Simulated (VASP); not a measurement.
**As: single point with PBEsol**

Crystal: As.

```
As
1.0
     1.80557    1.04244    3.51406
    -1.80557    1.04244    3.51406
     0.00000   -2.08489    3.51406
As
2
Direct
  0.22600 0.22600 0.22600
  0.77400 0.77400 0.77400
```

- Program: VASP 6.6.1
- Task: single point
- Functional: PBEsol
- Potentials or basis: VASP PAW PBE potentials, release 64 (As_d)
- Cutoff: 510 eV
- k mesh: 7 × 7 × 7
- Occupations: fermi-dirac, width 0.05 eV
- Spin: no spin polarisation

* Pressure: 8.8 GPa
* Largest force: 0.895 eV/Å
* Band gap on the k mesh: zero (bands 15 and 16 overlap by 0.35 eV)

Forces on the atoms (eV/Å):
```
As   0.000  0.000  0.895
As   0.000  0.000 -0.895
```

Stress tensor (GPa, compression positive):
```
10.50  0.00  0.00
 0.00 10.50  0.00
 0.00  0.00  5.42
```

Levels at points of the mesh, in eV from the Fermi level:
```csv
k point,band 12,band 13,band 14,band 15,band 16,band 17,band 18,band 19
"(0.00, 0.00, 0.00)",-5.66,-3.20,-2.09,-2.09,1.58,2.96,2.96,7.01
```

Run time: 22 s on 1 thread of AMD EPYC 9R45 96-Core Processor (Zen 5) (shared host), peak memory 0.15 GiB.

Caveat: the stress differs along the axes, from 5 to 10 GPa; the PAW data sets were made with another functional, which shifts forces and pressure a little.
